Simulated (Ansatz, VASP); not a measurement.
**GeSb3Te: VASP beside Ansatz**

File INCAR:

```
ALGO = Normal
EDIFF = 1E-7
ENCUT = 520
GGA = PE
ISIF = 2
ISMEAR = 0
LASPH = True
LCHARG = False
LREAL = False
LWAVE = False
NBANDS = 26
NELM = 60
PREC = Accurate
SIGMA = 0.1
```

The input KPOINTS:

```
k-points
0
Gamma
  3 3 3
```

The input POSCAR:

```
GeSb3Te
1.0
    3.3966736900      1.9610704700      3.9897502600
   -3.3966736900      1.9610704700      3.9897502600
    0.0000000000     -3.9221409300      3.9897502600
Ge Sb Te
1 3 1
Direct
    0.1348404100      0.1348404100      0.1348404100
    0.0746230400      0.6115526400      0.0746230400
    0.0746230400      0.0746230400      0.6115526400
    0.6115526400      0.0746230400      0.0746230400
    0.6234282000      0.6234282000      0.6234282000
```

Input for Ansatz:

```yaml
crystal:
  lattice:
    - [3.39667369, 1.96107047, 3.98975026]
    - [-3.39667369, 1.96107047, 3.98975026]
    - [0.0, -3.92214093, 3.98975026]
  atoms:
    - { symbol: Ge, position: [0.13484041, 0.13484041, 0.13484041] }
    - { symbol: Sb, position: [0.07462304, 0.61155264, 0.07462304] }
    - { symbol: Sb, position: [0.07462304, 0.07462304, 0.61155264] }
    - { symbol: Sb, position: [0.61155264, 0.07462304, 0.07462304] }
    - { symbol: Te, position: [0.6234282, 0.6234282, 0.6234282] }
basis:
  ecutwfc: 420
kpoints:
  mp_grid: { grid: [3, 3, 3] }
hamiltonian:
  xc: pbe
scf:
  occupations: { method: gaussian, width: 0.1 }
  lower_state_search: "off"
output:
  forces: true
  stress: true
  eigenvalues: true
```

Alike in both runs: task single point; functional PBE; k mesh 3 × 3 × 3; occupations gaussian, width 0.1 eV; no spin polarisation.

|  | VASP | Ansatz |
| --- | --- | --- |
| version | VASP 6.6.1 | Ansatz 0.2.0 |
| potentials or method | VASP PAW PBE potentials, release 64 (Ge_d, Sb, Te), cutoff 520 eV | scalar-relativistic, plane waves, PAW |
| valence electrons in the cell | 35 | 75 |

```tsv
	VASP	Ansatz	Ansatz less VASP
gap on the k mesh at the Fermi level (eV)	none	none	-
pressure (GPa)	1.5	1.5	+0.02
traceless stress, the component that is largest in VASP (GPa)	0.95	0.94	-0.015
rms of the force components (eV/Å)	0.894	0.880	-0.0145
```

Atom by atom the forces differ by 0.015 eV/Å (rms over components). A gap of «none» marks a metal or a gap that the smearing closes. VASP's potentials hold 35 valence electrons a cell and Ansatz's 75, so a difference there can come from the potentials and not from the codes.

The k mesh is coarse, so the values compare programs but aren't converged. Spin-orbit coupling is off throughout.
